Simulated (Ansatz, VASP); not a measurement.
**Ir in VASP and in Ansatz**

Contents of INCAR:

```
SYSTEM = Ir
  PREC = Accurate
  ENCUT = 520
  EDIFF = 1E-7
  ISMEAR = 0
  SIGMA = 0.15
  LREAL = .FALSE.
  LASPH = .TRUE.
  NELM = 100
  ALGO = Normal
  ISIF = 2
  LWAVE = .FALSE.
  LCHARG = .FALSE.
  GGA = PE
  NBANDS = 16
```

KPOINTS

```
Automatic mesh
0
G
  18 18 12
  0 0 0
```

The input POSCAR:

```
Ir
1.0
    2.5312676630      0.0000000000      0.0000000000
   -1.2656338315      2.1921420999      0.0000000000
    0.0000000000      0.0000000000      4.1053068000
Ir
2
Direct
    0.6666666667      0.3333333333      0.7500000000
    0.3333333333      0.6666666667      0.2500000000
```

Input for Ansatz:

```yaml
crystal:
  lattice:
    - [2.531267663, 0.0, 0.0]
    - [-1.2656338315, 2.1921420999, 0.0]
    - [0.0, 0.0, 4.1053068]
  atoms:
    - { symbol: Ir, position: [0.6666666667, 0.3333333333, 0.75] }
    - { symbol: Ir, position: [0.3333333333, 0.6666666667, 0.25] }
basis:
  ecutwfc: 420
kpoints:
  mp_grid: { grid: [18, 18, 12] }
hamiltonian:
  xc: pbe
scf:
  occupations: { method: gaussian, width: 0.15 }
output:
  forces: true
  stress: true
  eigenvalues: true
```

Change from the starting cell: strain -0.080 along x and y, -0.080 along z, atoms carried along.

Alike in both runs: task single point; functional PBE; k mesh 18 × 18 × 12; occupations gaussian, width 0.15 eV; no spin polarisation.

|  | VASP | Ansatz |
| --- | --- | --- |
| version | VASP 6.6.1 | Ansatz 0.2.0 |
| potentials or method | VASP PAW PBE potentials, release 64 (Ir), cutoff 520 eV | scalar-relativistic, plane waves, PAW |
| valence electrons in the cell | 18 | 34 |

|  | VASP | Ansatz | Ansatz less VASP |
| --- | --- | --- | --- |
| gap on the k mesh at the Fermi level (eV) | none | none | - |
| pressure (GPa) | 159.5 | 156.1 | -3.40 |
| traceless stress, the component that is largest in VASP (GPa) | 2.53 | 2.41 | -0.118 |

A gap of «none» marks a metal or a gap that the smearing closes. Both programs put the cell under a high pressure, so it lies far from rest at this level. VASP's potentials hold 18 valence electrons a cell and Ansatz's 34, so a difference there can come from the potentials and not from the codes.

Neither program's run includes spin-orbit coupling. Noted on VASP's run: the cell as given lies far from equilibrium.
